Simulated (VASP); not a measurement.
Ta:

```
CELL_PARAMETERS angstrom
2.71000 0.00000 0.00000
0.00000 2.71000 0.00000
0.00000 0.00000 2.71000
ATOMIC_POSITIONS crystal
Ta 0.00000 0.00000 0.00000
```

| Item | Value |
| --- | --- |
| Program | VASP 6.6.1 |
| Task | relaxation of cell and atoms |
| Functional | PBE |
| Potentials or basis | VASP PAW PBE potentials, release 64 (Ta_pv) |
| Cutoff | 600 eV |
| k mesh | 17 × 17 × 17 |
| Occupations | fermi-dirac, width 0.05 eV |
| Spin | no spin polarisation |

At the start: pressure 5.8 GPa; volume 19.90 Å³/atom.

Question: How do energy, volume and symmetry change on relaxing?

Answer: Over 4 steps the energy falls by 13.1 meV/atom and the volume is 20.65 Å³/atom (+3.8 %); space group Pm-3m (No. 221, to 0.05 Å).

The path:
```tsv
step	energy change (eV)	largest force (eV/Å)	pressure (GPa)	volume (Å³)
1	0.0000	0.0000	5.77	19.90
2	0.0249	0.0000	-8.31	22.04
3	-0.0131	0.0000	-0.10	20.67
4	-0.0131	0.0000	-0.01	20.65
```

Final structure:
```xyz
1
Lattice="2.7436 0.0000 0.0000 0.0000 2.7436 0.0000 0.0000 0.0000 2.7436" Properties=species:S:1:pos:R:3 pbc="T T T"
Ta    0.0000    0.0000    0.0000
```
